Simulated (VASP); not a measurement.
Wanted: the native input for a VASP 6.6.1 run.

```yaml
Task: single point
Functional: LDA
Potentials_or_basis: VASP PAW LDA potentials, release 64 (Sb)
Cutoff: 520 eV
k_mesh: 14 × 14 × 1
Occupations: fermi-dirac, width 0.05 eV
Spin: no spin polarisation
Dipole_correction: yes
Further_INCAR_settings: ALGO = Normal; EDIFF = 1e-07; NBANDS = 14
```

The structure of Sb lies in POSCAR:

```
Sb
1.0
    3.3135280279      0.0000000000      0.0000000000
   -1.6567640140      2.8695994483      0.0000000000
    0.0000000000      0.0000000000     21.4110000000
Sb
3
Direct
    0.1666666667      0.3333333333      0.3755230038
    0.5000000000      1.0000000000      0.4999999930
    0.8333333333      0.6666666667      0.6244770028
```

The input as run:

INCAR

```
  PREC = Accurate
  ENCUT = 520
  EDIFF = 1E-7
  ISMEAR = -1
  SIGMA = 0.05
  LREAL = F
  LASPH = T
  NELM = 100
  ALGO = Normal
  ISIF = 2
  LWAVE = F
  LCHARG = F
  LDIPOL = T
  IDIPOL = 3
  DIPOL = 0.5 0.5 0.500
  GGA = CA
  NBANDS = 14
```

KPOINTS

```
regular mesh
0
Gamma
  14 14 1
```

Potentials or basis: VASP PAW LDA potentials, release 64 (Sb).

Launch:

```console
$ cat potpaw_LDA.64/Sb/POTCAR > POTCAR
$ mpirun -np 1 vasp_std > vasp.out
```

It gave:

The largest force is 0.013 eV/Å.

Wall time 2.7 min on 1 thread of Intel Xeon 8259CL (shared host), peak memory 0.28 GiB.
